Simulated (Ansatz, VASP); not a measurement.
## Two plane-wave programs on Cu3N

```xyz
4
Lattice="3.8070 0.0000 0.0000 0.0000 3.8070 0.0000 0.0000 0.0000 3.8070" Properties=species:S:1:pos:R:3 pbc="T T T"
Cu    1.9035    0.0000    0.0000
Cu    0.0000    1.9035    0.0000
Cu    0.0000    0.0000    1.9035
N     0.0000    0.0000    0.0000
```

Alike in both runs: task single point; functional BLYP; k mesh 6 × 6 × 6; no spin polarisation.

```csv
,VASP,Ansatz
version,VASP 6.6.1,Ansatz 0.2.0
potentials or method,"VASP PAW PBE potentials, release 64 (Cu, N), cutoff 600 eV","plane waves, PAW"
occupations,"gaussian, width 0.01 eV",fixed
valence electrons in the cell,38,62
```

|  | VASP | Ansatz | Ansatz less VASP |
| --- | --- | --- | --- |
| gap on the k mesh at the Fermi level (eV) | 0.39 | 0.37 | -0.018 |
| pressure (GPa) | 8.7 | 7.9 | -0.83 |

VASP's potentials were made for PBE, not for BLYP. VASP's potentials hold 38 valence electrons a cell and Ansatz's 62, so a difference there can come from the potentials and not from the codes.
